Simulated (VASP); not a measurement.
# TaN (Fm-3m) in VASP: a series of runs

Aim: see how the results for TaN move with the level of theory and the settings. Levels: r2SCAN, revPBE+D3(BJ). Tasks: single point.

Everything below comes from runs of VASP 6.6.1. Logs are shortened: lines on timing, memory, paths and dates and some standing lists are left out, and cuts for length are marked.

**1. The cell of the first run**

Symmetry: Fm-3m, No. 225, cubic system. The conventional cell has a = 4.423 Å, b = 4.423 Å, c = 4.423 Å, α = 90.00°, β = 90.00°, γ = 90.00°. Within 2.9 Å of Ta (site symmetry m-3m) lie 6 N at 2.21 Å. Within 2.9 Å of N (site symmetry m-3m) lie 6 Ta at 2.21 Å.

**2. Single point, r2SCAN, non-collinear spin, zero start, spin-orbit coupling**

Input file POSCAR:

```
TaN
1.0
    0.0000000000      2.2113230000      2.2113230000
    2.2113230000      0.0000000000      2.2113230000
    2.2113230000      2.2113230000      0.0000000000
Ta N
1 1
Direct
    0.5000000000      0.5000000000      0.5000000000
    0.0000000000      0.0000000000      0.0000000000
```

Input file INCAR.step1:

```
SYSTEM = TaN
PREC = Accurate
ENCUT = 520
ISMEAR = -1
SIGMA = 0.05
LREAL = .False.
LASPH = .True.
NELM = 150
MAGMOM = 0 0 0 0 0 0
LSORBIT = .True.
GGA_COMPAT = .False.
LMAXMIX = 4
NBANDS = 28
GGA = PE
ALGO = Normal
EDIFF = 1E-4
LWAVE = .True.
LCHARG = .False.
```

Input file INCAR.step2:

```
SYSTEM = TaN
PREC = Accurate
ENCUT = 520
EDIFF = 1E-6
ISMEAR = -1
SIGMA = 0.05
LREAL = .False.
LASPH = .True.
NELM = 150
ALGO = Normal
ISIF = 2
LWAVE = .False.
LCHARG = .True.
MAGMOM = 0 0 0 0 0 0
LORBIT = 11
LSORBIT = .True.
GGA_COMPAT = .False.
LORBMOM = .True.
LMAXMIX = 4
METAGGA = R2SCAN
LMIXTAU = .True.
LVHAR = .True.
NBANDS = 28
ISTART = 1
```

Input file KPOINTS:

```
regular mesh
0
Gamma
  7 7 7
  0 0 0
```

Potentials or basis: VASP PAW PBE potentials, release 64 (Ta_pv, N).

Launch:

```bash
cat potpaw_PBE.64/Ta_pv/POTCAR potpaw_PBE.64/N/POTCAR > POTCAR
cp INCAR.step1 INCAR
mpirun -np 1 vasp_ncl > vasp.out
cp INCAR.step2 INCAR
mpirun -np 1 vasp_ncl > vasp.out
```

OUTCAR:

```text
SYSTEM = TaN
   PREC = Accurate
   ENCUT = 520
   EDIFF = 1E-6
   ISMEAR = -1
   LREAL = .False.
   LASPH = .True.
   NELM = 150
   ISIF = 2
   LORBIT = 11
   LSORBIT = .True.
   METAGGA = R2SCAN
   ISTART = 1

 ion  position               nearest neighbor table
   1  0.500  0.500  0.500-   2 2.21   2 2.21   2 2.21   2 2.21   2 2.21   2 2.21
   2  0.000  0.000  0.000-   1 2.21   1 2.21   1 2.21   1 2.21   1 2.21   1 2.21

  LATTYP: Found a face centered cubic cell.
 ALAT       =     4.4226460000

  Lattice vectors:

 A1 = (   0.0000000000,   2.2113230000,   2.2113230000)
 A2 = (   2.2113230000,   0.0000000000,   2.2113230000)
 A3 = (   2.2113230000,   2.2113230000,   0.0000000000)

Analysis of symmetry for initial positions (statically):
=====================================================================
 Subroutine PRICEL returns:
 Original cell was already a primitive cell.

 Routine SETGRP: Setting up the symmetry group for a
 face centered cubic supercell.

 Subroutine GETGRP returns: Found 48 space group operations
 (whereof 48 operations were pure point group operations)
 out of a pool of 48 trial point group operations.

The static configuration has the point symmetry O_h .

Analysis of symmetry for dynamics (positions and initial velocities):
=====================================================================
 Subroutine PRICEL returns:
 Original cell was already a primitive cell.

 Routine SETGRP: Setting up the symmetry group for a
 face centered cubic supercell.

 Subroutine GETGRP returns: Found 48 space group operations
 (whereof 48 operations were pure point group operations)
 out of a pool of 48 trial point group operations.

The dynamic configuration has the point symmetry O_h .

Analysis of structural, dynamic, and magnetic symmetry:
=====================================================================
 Subroutine PRICEL returns:
 Original cell was already a primitive cell.

 Routine SETGRP: Setting up the symmetry group for a
 face centered cubic supercell.

 Subroutine GETGRP returns: Found 48 space group operations
 (whereof 48 operations were pure point group operations)
 out of a pool of 48 trial point group operations.

The overall configuration has the point symmetry O_h .

 Subroutine INISYM returns: Found 48 space group operations
 (whereof 48 operations are pure point group operations),
 and found     1 'primitive' translations

----------------------------------------------------------------------------------------

                                     Primitive cell

[... 784 lines left out ...]
    total drift:                               -0.000000     -0.000000     -0.000000

  FREE ENERGIE OF THE ION-ELECTRON SYSTEM (eV)
  ---------------------------------------------------
  free  energy   TOTEN  =       -60.3019171288 eV

  energy  without entropy=      -60.2962546032  energy(sigma->0) =      -60.29908587

 orbital moment (x)

 # of ion     p       d       tot
 ----------------------------------------
  1         0.000   0.000   0.000
  2        -0.000   0.000  -0.000
 ----------------------------------------
           -0.000   0.000   0.000

 orbital moment (y)

 # of ion     p       d       tot
 ----------------------------------------
  1         0.000  -0.000  -0.000
  2         0.000   0.000   0.000
 ----------------------------------------
            0.000  -0.000  -0.000

 orbital moment (z)

 # of ion     p       d       tot
 ----------------------------------------
  1         0.000  -0.000  -0.000
  2        -0.000   0.000  -0.000
 ----------------------------------------
           -0.000  -0.000  -0.000

 Spin-Orbit-Coupling matrix elements

 Ion:    1  E_soc:     -1.2910124
 l=   1
     0.0000000    -0.1940739    -0.1940739
    -0.1940739     0.0000000    -0.1940739
    -0.1940739    -0.1940739     0.0000000
 l=   2
     0.0000000    -0.0071403     0.0000000    -0.0071403    -0.0139546
    -0.0071403     0.0000000    -0.0104659    -0.0071403    -0.0034886
     0.0000000    -0.0104659     0.0000000    -0.0104659     0.0000000
    -0.0071403    -0.0071403    -0.0104659     0.0000000    -0.0034886
    -0.0139546    -0.0034886     0.0000000    -0.0034886     0.0000000
 l=   3
     0.0000000     0.0000000     0.0000000     0.0000000     0.0000000     0.0000000     0.0000000
     0.0000000     0.0000000     0.0000000     0.0000000     0.0000000     0.0000000     0.0000000
     0.0000000     0.0000000     0.0000000     0.0000000     0.0000000     0.0000000     0.0000000
     0.0000000     0.0000000     0.0000000     0.0000000     0.0000000     0.0000000     0.0000000
     0.0000000     0.0000000     0.0000000     0.0000000     0.0000000     0.0000000     0.0000000
     0.0000000     0.0000000     0.0000000     0.0000000     0.0000000     0.0000000     0.0000000
     0.0000000     0.0000000     0.0000000     0.0000000     0.0000000     0.0000000     0.0000000

 Ion:    2  E_soc:     -0.0004176
 l=   1
     0.0000000    -0.0000696    -0.0000696
    -0.0000696     0.0000000    -0.0000696
    -0.0000696    -0.0000696     0.0000000
 l=   2
     0.0000000     0.0000000     0.0000000     0.0000000     0.0000000
     0.0000000     0.0000000     0.0000000     0.0000000     0.0000000
     0.0000000     0.0000000     0.0000000     0.0000000     0.0000000
     0.0000000     0.0000000     0.0000000     0.0000000     0.0000000
     0.0000000     0.0000000     0.0000000     0.0000000     0.0000000
 l=   3
     0.0000000     0.0000000     0.0000000     0.0000000     0.0000000     0.0000000     0.0000000
     0.0000000     0.0000000     0.0000000     0.0000000     0.0000000     0.0000000     0.0000000
     0.0000000     0.0000000     0.0000000     0.0000000     0.0000000     0.0000000     0.0000000
     0.0000000     0.0000000     0.0000000     0.0000000     0.0000000     0.0000000     0.0000000
     0.0000000     0.0000000     0.0000000     0.0000000     0.0000000     0.0000000     0.0000000
     0.0000000     0.0000000     0.0000000     0.0000000     0.0000000     0.0000000     0.0000000
     0.0000000     0.0000000     0.0000000     0.0000000     0.0000000     0.0000000     0.0000000

 total charge

# of ion       s       p       d       tot
------------------------------------------
    1        0.274   6.211   2.432   8.917
    2        1.239   2.554   0.000   3.793
--------------------------------------------------
tot          1.513   8.765   2.432  12.710

 magnetization (x)

# of ion       s       p       d       tot
------------------------------------------
    1       -0.000   0.000  -0.000  -0.000
    2       -0.000   0.000   0.000   0.000
--------------------------------------------------
tot         -0.000   0.000  -0.000  -0.000

 magnetization (y)

# of ion       s       p       d       tot
------------------------------------------
    1        0.000  -0.000   0.000   0.000
    2       -0.000  -0.000   0.000  -0.000
--------------------------------------------------
tot         -0.000  -0.000   0.000   0.000

 magnetization (z)

# of ion       s       p       d       tot
------------------------------------------
    1        0.000   0.000  -0.000   0.000
    2        0.000   0.000   0.000   0.000
--------------------------------------------------
tot          0.000   0.000  -0.000   0.000
```

Run time: 2.4 min. Hardware: 1 thread of Intel Xeon Platinum 8259CL at 2.50GHz (Skylake/Cascade Lake), shared host; peak memory 0.22 GiB.

What came out:

- Free energy: -60.3019 eV
- Pressure: -3.8 GPa
- Net moment: 0.00 μB per cell
- Valence electrons inside the program's atomic spheres: Ta 8.92; N 3.79

Moments on the atoms (μB; x, y, z):
```
Ta  0.00 0.00 0.00
N   0.00 0.00 0.00
```

Caveat: the PAW data sets were made with another functional, which shifts forces and pressure a little.

**3. Single point, revPBE+D3(BJ)**

This run uses another cell than the first one, of 10.44 Å³/atom, 0.965 times its volume.

Input file INCAR:

```
SYSTEM = TaN
  PREC = Accurate
  ENCUT = 520
  EDIFF = 1E-6
  ISMEAR = -1
  SIGMA = 0.05
  LREAL = .FALSE.
  LASPH = .TRUE.
  NELM = 80
  ALGO = Normal
  ISIF = 2
  LWAVE = .FALSE.
  LCHARG = .TRUE.
  GGA = RE
  IVDW = 12
  LELF = .TRUE.
  LVHAR = .TRUE.
  NBANDS = 15
```

Input file KPOINTS:

```
Automatic mesh
0
G
  10 10 10
  0 0 0
```

Input file POSCAR:

```
TaN
1.0
    0.0000000000      2.1854416823      2.1854416823
    2.1854416823      0.0000000000      2.1854416823
    2.1854416823      2.1854416823      0.0000000000
Ta N
1 1
Direct
    0.5000000000      0.5000000000      0.5000000000
    0.0000000000      0.0000000000      0.0000000000
```

Potentials or basis: VASP PAW PBE potentials, release 64 (Ta_pv, N).

Launch:

```bash
cat potpaw_PBE.64/Ta_pv/POTCAR potpaw_PBE.64/N/POTCAR > POTCAR
mpirun -np 1 vasp_std > vasp.out
```

Run time: 8.7 s. Hardware: 1 thread of Intel Xeon Platinum 8488C (Sapphire Rapids), shared host; peak memory 0.16 GiB.

The run converged. Its results:

| Item | Value |
| --- | --- |
| Free energy | -22.7280 eV |
| Pressure | 0.9 GPa |
| Band gap on the k mesh | zero (band 8 reaches 11.79 eV, above the bottom of band 9 at 7.68 eV) |
| Dispersion energy per atom | -0.894 eV |

Levels at points of the mesh, in eV from the Fermi level:
| k point | band 5 | band 6 | band 7 | band 8 | band 9 | band 10 | band 11 | band 12 |
| --- | --- | --- | --- | --- | --- | --- | --- | --- |
| (0.00, 0.00, 0.00) | -3.91 | -3.91 | -3.91 | -2.19 | -2.19 | -2.19 | 0.04 | 0.04 |
| (0.50, 0.00, 0.00) | -10.56 | -7.74 | -7.74 | 1.93 | 1.93 | 2.03 | 3.83 | 7.71 |
| (0.50, 0.50, 0.00) | -6.73 | -5.63 | -4.72 | -4.72 | 2.15 | 3.61 | 3.61 | 4.69 |

Caveat: the PAW data sets were made with another functional, which shifts forces and pressure a little; spin-orbit coupling is left out, which moves the levels of the heavy elements; pairwise dispersion overbinds metals, which lowers pressure and volume.
